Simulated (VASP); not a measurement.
Sc2GaBiO2:

```
Sc Ga Bi O
1.0
     3.83099    0.00000    0.00000
    -1.91550    3.31774    0.00000
     0.00000    0.00000    8.19725
Sc Ga Bi O
2 1 1 2
Direct
  0.66667 0.33333 0.24350
  0.33333 0.66667 0.75650
  0.00000 0.00000 0.50000
  0.00000 0.00000 0.00000
  0.66667 0.33333 0.76252
  0.33333 0.66667 0.23748
```

The cell was generated, and may not be a known phase.

```yaml
Program: VASP 6.6.1
Task: relaxation of cell and atoms
Functional: PBE
Potentials_or_basis: VASP PAW PBE potentials, release 64 (Sc_sv, Ga_d, Bi_d, O)
Cutoff: 600 eV
k_mesh: 4 × 4 × 2
Occupations: gaussian, width 0.15 eV
Spin: no spin polarisation
```

At the start: pressure 1.8 GPa; volume 17.36 Å³/atom.

Q: How do energy, volume and symmetry change on relaxing?

A: Over 11 steps the energy falls by 637.9 meV/atom and the volume is 18.72 Å³/atom (+7.8 %); space group P-3m1 (No. 164, to 0.1 Å) before and after.

Step by step:
```tsv
step	energy change (eV)	largest force (eV/Å)	pressure (GPa)	volume (Å³)
1	0.0000	1.6337	1.84	104.19
2	-1.9380	1.2464	0.75	106.52
3	-2.2518	1.2485	16.12	106.17
4	-3.5501	0.7339	4.50	107.63
5	-3.5557	0.7409	5.47	107.58
6	-3.6023	0.4276	-5.76	121.82
7	-3.7151	0.5969	-1.27	115.12
8	-3.7816	0.4041	-1.08	114.46
9	-3.8220	0.1010	-1.01	113.49
10	-3.8119	0.1648	2.10	110.38
11	-3.8272	0.0734	0.08	112.33
```

Final structure:
```
CELL_PARAMETERS angstrom
3.45690 0.00000 0.00000
-1.72845 2.99377 0.00000
0.00000 0.00000 10.85431
ATOMIC_POSITIONS crystal
Sc 0.66667 0.33333 0.23619
Sc 0.33333 0.66667 0.76381
Ga 0.00000 0.00000 0.50000
Bi 0.00000 0.00000 0.00000
O 0.66667 0.33333 0.72458
O 0.33333 0.66667 0.27542
```

Caveat: the k points lie up to 0.52 Å⁻¹ apart in the final cell, too coarse for converged energies and pressures of a metal; a cell axis changed by over 15 % at a fixed basis, so the end point is rough; the relaxation stopped at a loose force limit of 0.08 eV/Å, so its end isn't a converged minimum.
